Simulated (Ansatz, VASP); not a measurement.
This is a calculation of SnTe for Ansatz 0.2.0.

The input input.yaml:

```yaml
crystal:
  lattice:
    - [0.0, 3.15085, 3.15085]
    - [3.15085, 0.0, 3.15085]
    - [3.15085, 3.15085, 0.0]
  atoms:
    - { symbol: Te, position: [0.5, 0.5, 0.5] }
    - { symbol: Sn, position: [0.0, 0.0, 0.0] }
kpoints:
  mp_grid: { grid: [7, 7, 7] }
scf:
  occupations: { method: fermi_dirac, width: 0.05 }
hamiltonian:
  xc: revpbe
  pseudopotentials: { kind: all_electron, lapw: { basis_error: 0.001 } }
output:
  forces: true
  stress: true
relax:
  f_tol: 0.005
  max_steps: 60
  cell: {}
```

Potentials or basis: all-electron LAPW, scalar-relativistic.

The run is started by

```bash
$ ansatz run input.yaml --threads 1 --pin off --max-ram 3072MiB --backend cpu --events-out ev --progress --plain --runs-dir out
```

Problem. Translate it to VASP 6.6.1. Potentials there: VASP PAW PBE potentials, release 64 (Te, Sn_d).

Solution. As run (the cutoff follows the program's own potentials):

Contents of INCAR:

```
SYSTEM = SnTe
PREC = Accurate ; ENCUT = 600
EDIFF = 1E-7 ; ISMEAR = -1
SIGMA = 0.05 ; LREAL = .FALSE.
LASPH = .TRUE. ; NELM = 100
ALGO = Normal ; ISIF = 3
LWAVE = .FALSE. ; LCHARG = .FALSE.
GGA = RE ; IBRION = 2
NSW = 80 ; EDIFFG = -0.005
```

KPOINTS

```
Automatic mesh
0
G
  7 7 7
  0 0 0
```

Contents of POSCAR:

```
SnTe
1.0
    0.0000000000      3.1508500000      3.1508500000
    3.1508500000      0.0000000000      3.1508500000
    3.1508500000      3.1508500000      0.0000000000
Te Sn
1 1
Direct
    0.5000000000      0.5000000000      0.5000000000
    0.0000000000      0.0000000000      0.0000000000
```

Potentials or basis: VASP PAW PBE potentials, release 64 (Te, Sn_d).

The run is started by

```sh
$ cat potpaw_PBE.64/Te/POTCAR potpaw_PBE.64/Sn_d/POTCAR > POTCAR
$ mpirun -np 1 vasp_std > vasp.out
```

Both were run:

|  | VASP | Ansatz | Ansatz less VASP |
| --- | --- | --- | --- |
| relaxed volume (Å³/atom) | 33.67 | 33.70 | +0.029 |
| relaxed cell length with the largest relative difference (Å) | 4.567 | 4.568 | +0.0013 |

VASP's potentials were made for PBE, not for revPBE. Ansatz ran all-electron here, and VASP with PAW potentials.

Spin-orbit coupling is off throughout.
